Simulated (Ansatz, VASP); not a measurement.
## TiAl3 in VASP and in Ansatz

The input INCAR:

```
PREC = Accurate
ENCUT = 520
EDIFF = 1E-7
ISMEAR = 0
SIGMA = 0.15
LREAL = False
LASPH = True
NELM = 80
ALGO = Fast
ISIF = 2
LWAVE = False
LCHARG = False
GGA = PS
NBANDS = 31
```

File KPOINTS:

```
Automatic mesh
0
Gamma
  10 10 4
```

File POSCAR:

```
TiAl3
1.0
    0.0000000000     -3.8155481468      0.0000000000
   -3.8155481468      0.0000000000      0.0000000000
    0.0000000000      0.0000000000     -8.5539936145
Ti Al
2 6
Direct
    0.0000000000      0.0000000000      0.0000000000
    0.5000000000      0.5000000000      0.5000000000
    0.5000000000      0.5000000000      0.0000000000
    1.0000000000      1.0000000000      0.5000000000
    0.0000000000      0.5000000000      0.2500000000
    0.5000000000      0.0000000000      0.7500000000
    0.5000000000      0.0000000000      0.2500000000
    0.0000000000      0.5000000000      0.7500000000
```

Input for Ansatz:

```yaml
crystal:
  lattice:
    - [0.0, -3.8155481468, 0.0]
    - [-3.8155481468, 0.0, 0.0]
    - [0.0, 0.0, -8.5539936145]
  atoms:
    - { symbol: Ti, position: [0.0, 0.0, 0.0] }
    - { symbol: Ti, position: [0.5, 0.5, 0.5] }
    - { symbol: Al, position: [0.5, 0.5, 0.0] }
    - { symbol: Al, position: [1.0, 1.0, 0.5] }
    - { symbol: Al, position: [0.0, 0.5, 0.25] }
    - { symbol: Al, position: [0.5, 0.0, 0.75] }
    - { symbol: Al, position: [0.5, 0.0, 0.25] }
    - { symbol: Al, position: [0.0, 0.5, 0.75] }
basis:
  ecutwfc: 420
kpoints:
  mp_grid: { grid: [10, 10, 4] }
hamiltonian:
  xc: pbesol
scf:
  occupations: { method: gaussian, width: 0.15 }
output:
  forces: true
  stress: true
  eigenvalues: true
```

Alike in both runs: task single point; functional PBEsol; k mesh 10 × 10 × 4; occupations gaussian, width 0.15 eV; no spin polarisation.

|  | VASP | Ansatz |
| --- | --- | --- |
| version | VASP 6.6.1 | Ansatz 0.2.0 |
| potentials or method | VASP PAW PBE potentials, release 64 (Ti_sv, Al), cutoff 520 eV | scalar-relativistic, plane waves, PAW |
| valence electrons in the cell | 42 | 42 |

|  | VASP | Ansatz | Ansatz less VASP |
| --- | --- | --- | --- |
| gap on the k mesh at the Fermi level (eV) | none | none | - |
| pressure (GPa) | 0.1 | 0.0 | -0.10 |

VASP's potentials were made for PBE, not for PBEsol. A gap of «none» marks a metal or a gap that the smearing closes.
